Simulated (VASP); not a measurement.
A run of VASP 6.6.1 is set up as follows.

INCAR

```
SYSTEM = Pb
PREC = Accurate ; ENCUT = 520
EDIFF = 1E-6 ; ISMEAR = -1
SIGMA = 0.05 ; LREAL = .FALSE.
LASPH = .TRUE. ; NELM = 80
ALGO = Normal ; ISIF = 2
LWAVE = .FALSE. ; LCHARG = .FALSE.
GGA = PE ; NBANDS = 21
```

KPOINTS

```
Automatic mesh
0
G
  9 9 5
  0 0 0
```

Contents of POSCAR:

```
Pb
1.0
    3.4800000000      0.0000000000      0.0000000000
   -1.7400000000      3.0137684052      0.0000000000
    0.0000000000      0.0000000000      5.5900000000
Pb
2
Direct
    0.6666666667      0.3333333333      0.7500000000
    0.3333333333      0.6666666667      0.2500000000
```

Potentials or basis: VASP PAW PBE potentials, release 64 (Pb_d).

Run with:

```sh
$ cat potpaw_PBE.64/Pb_d/POTCAR > POTCAR
$ mpirun -np 1 vasp_std > vasp.out
```

(1) Predict the band gap on the k mesh.

(2) What does it give for the pressure?

Answers

(1) zero (band 14 reaches 13.40 eV, above the bottom of band 15 at 5.62 eV).

(2) 4.1 GPa.

Caveat: spin-orbit coupling is left out, which moves the levels of the heavy elements.
